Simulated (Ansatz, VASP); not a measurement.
## Two plane-wave programs on Ca2P

```
Ca P
1.0
     0.00000    3.42146    3.42146
     3.42146    0.00000    3.42146
     3.42146    3.42146    0.00000
Ca P
2 1
Direct
  0.25000 0.25000 0.25000
  0.75000 0.75000 0.75000
  0.50000 0.50000 0.50000
```

Alike in both runs: task relaxation of cell and atoms; functional PBE; k mesh 12 × 12 × 12; occupations gaussian, width 0.1 eV; no spin polarisation.

|  | VASP | Ansatz |
| --- | --- | --- |
| version | VASP 6.6.1 | Ansatz 0.2.0 |
| potentials or method | VASP PAW PBE potentials, release 64 (Ca_sv, P), cutoff 600 eV | scalar-relativistic, plane waves, PAW |
| valence electrons in the cell | 25 | 25 |

Ansatz gave:

* gap on the k mesh at the Fermi level, each at its own relaxed structure (eV): none
* relaxed volume (Å³/atom): 26.52
* relaxed cell length with the largest relative difference (Å): 4.827

Task: Which values does VASP return?

Result: gap on the k mesh at the Fermi level, each at its own relaxed structure (eV): none; relaxed volume (Å³/atom): 26.62; relaxed cell length with the largest relative difference (Å): 4.834.

A gap of «none» marks a metal or a gap that the smearing closes.
